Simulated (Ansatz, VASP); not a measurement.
## One calculation of Re, two programs

Contents of POSCAR:

```
Re
1.0
    2.7663873939      0.0000000000      0.0000000000
   -1.3831936969      2.3957617598      0.0000000000
    0.0000000000      0.0000000000      8.9388451600
Re
4
Direct
    0.6666666667      0.3333333333      0.7500000000
    0.0000000000      0.0000000000      0.5000000000
    0.3333333333      0.6666666667      0.2500000000
    0.0000000000      0.0000000000      0.0000000000
```

Contents of INCAR.step1:

```
PREC = Accurate
ENCUT = 610
ISMEAR = -1
SIGMA = 0.05
LREAL = F
LASPH = T
NELM = 200
MAGMOM = 0 0 0 0 0 0 0 0 0 0 0 0
LSORBIT = T
GGA_COMPAT = F
LMAXMIX = 4
NBANDS = 74
GGA = PE
ALGO = Normal
EDIFF = 1E-5
LWAVE = T
LCHARG = F
```

INCAR.step2

```
PREC = Accurate
ENCUT = 610
EDIFF = 1E-6
ISMEAR = -1
SIGMA = 0.05
LREAL = F
LASPH = T
NELM = 200
ALGO = Normal
ISIF = 2
LWAVE = F
LCHARG = T
MAGMOM = 0 0 0 0 0 0 0 0 0 0 0 0
LORBIT = 11
LSORBIT = T
GGA_COMPAT = F
LORBMOM = T
LMAXMIX = 4
METAGGA = R2SCAN
LMIXTAU = T
LVHAR = T
NBANDS = 74
ISTART = 1
```

The input KPOINTS:

```
Automatic mesh
0
Gamma
  8 8 3
```

File input.yaml:

```yaml
crystal:
  lattice:
    - [2.7663873939, 0.0, 0.0]
    - [-1.3831936969, 2.3957617598, 0.0]
    - [0.0, 0.0, 8.93884516]
  atoms:
    - { symbol: Re, position: [0.6666666667, 0.3333333333, 0.75] }
    - { symbol: Re, position: [0.0, 0.0, 0.5] }
    - { symbol: Re, position: [0.3333333333, 0.6666666667, 0.25] }
    - { symbol: Re, position: [0.0, 0.0, 0.0] }
hamiltonian:
  xc: r2scan
  pseudopotentials: { kind: paw_fr }
magnetization:
  noncollinear: true
  spin_orbit: true
kpoints:
  mp_grid: { grid: [8, 8, 3] }
  band_path:
    path:
      - [[0.0, 0.0, 0.0], [0.5, 0.0, 0.0], [0.3333333333, 0.3333333333, 0.0], [0.0, 0.0, 0.0], [0.0, 0.0, 0.5], [0.5, 0.0, 0.5], [0.3333333333, 0.3333333333, 0.5], [0.0, 0.0, 0.5]]
      - [[0.5, 0.0, 0.5], [0.5, 0.0, 0.0]]
      - [[0.3333333333, 0.3333333333, 0.0], [0.3333333333, 0.3333333333, 0.5]]
    npoints: 14
scf:
  occupations: { method: fermi_dirac, width: 0.05 }
  n_extra_bands: 10
output:
  forces: true
  stress: true
  eigenvalues: true
  fatbands: true
```

Alike in both runs: functional r2SCAN; k mesh 8 × 8 × 3; occupations fermi-dirac, width 0.05 eV; non-collinear spin, spin-orbit coupling.

```csv
,VASP,Ansatz
version,VASP 6.6.1,Ansatz 0.2.0
potentials or method,"VASP PAW PBE potentials, release 64 (Re_sv_GW)",Ansatz PAW
plane-wave cutoff (eV),610,500
valence electrons in the cell,60,60
task,single point,band structure
```

Ansatz gave:

| Quantity | Value |
| --- | --- |
| pressure (GPa) | -2.1 |
| traceless stress, the component that is largest in VASP (GPa) | -0.29 |

What did VASP give for the same quantities?

Pressure (GPa): -2.9; traceless stress, the component that is largest in VASP (GPa): -0.43.

VASP's potentials were made for PBE, not for r2SCAN. The functional is the same, so the differences come from potentials, cutoffs and numerics.
